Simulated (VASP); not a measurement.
A run of VASP 6.6.1 is set up as follows.

File INCAR:

```
SYSTEM = Li
ALGO     = Normal         ! electronic algorithm
EDIFF    = 1E-6           ! SCF threshold, eV
ENCUT    = 520            ! plane-wave cutoff, eV
GGA      = PE             ! functional
ISIF     = 2              ! what is computed and relaxed
ISMEAR   = -1             ! smearing method
LASPH    = .True.         ! aspherical terms in the spheres
LCHARG   = .False.        ! write CHGCAR
LREAL    = Auto         
LWAVE    = .False.        ! write WAVECAR
NBANDS   = 40             ! bands
NELM     = 100            ! most SCF steps
PREC     = Accurate       ! precision mode
SIGMA    = 0.15           ! smearing width, eV
```

KPOINTS

```
k-points
0
Gamma
  3 3 3
  0 0 0
```

Contents of POSCAR:

```
Li
1.0
    6.9800000000      0.0000000000      0.0000000000
    0.0000000000      6.9800000000      0.0000000000
    0.0000000000      0.0000000000      6.9800000000
Li
17
Direct
   -0.0035765043     -0.0122290831     -0.0051822350
    0.4902219198      0.0031411175      0.0109521490
   -0.0200626074      0.5071232092     -0.0227568768
    0.1044383954      0.0577224928      0.4286604585
    0.2389031519      0.2903262178      0.2009853868
    0.5124795129      0.4560601719      0.0259648997
    0.4996819484     -0.0052507163      0.4911921203
    0.7664340974      0.2282743553      0.2573561605
   -0.0051320917      0.4896865330      0.4988309456
    0.2507975645      0.7291368195      0.2366669054
    0.2514613181      0.2502209169      0.7556520057
    0.4966462751      0.4804982808      0.4862085960
    0.7502345272      0.7418316619      0.2431128940
    0.7518240688      0.2382075931      0.7433406877
    0.2525707736      0.7366391117      0.7498002865
    0.6574232092      0.6941885387      0.8012116046
    0.8841330946      0.8700732092      0.6094541547
```

Potentials or basis: VASP PAW PBE potentials, release 64 (Li_sv).

Run with:

```console
$ cat potpaw_PBE.64/Li_sv/POTCAR > POTCAR
$ mpirun -np 1 vasp_std > vasp.out
```

Question: What does it give for the largest force?

Answer: 0.021 eV/Å.

Question: Predict the band gap on the k mesh.

Answer: Zero (an odd number of electrons rules out a gap without spin polarisation).

Forces in eV/Å, atoms in the order of the input:
```
Li  -0.003  0.001  0.002
Li  -0.001 -0.005  0.000
Li  -0.004  0.001  0.000
Li  -0.002 -0.009  0.004
Li   0.007 -0.003 -0.004
Li   0.003  0.006 -0.004
Li  -0.006  0.001 -0.002
Li   0.001 -0.003 -0.002
Li  -0.004  0.002  0.002
Li   0.007  0.001  0.003
Li   0.005 -0.002  0.000
Li  -0.005 -0.005 -0.001
Li   0.005  0.003  0.010
Li  -0.006  0.000  0.003
Li   0.003  0.003 -0.005
Li   0.000  0.013 -0.016
Li  -0.001 -0.005  0.009
```
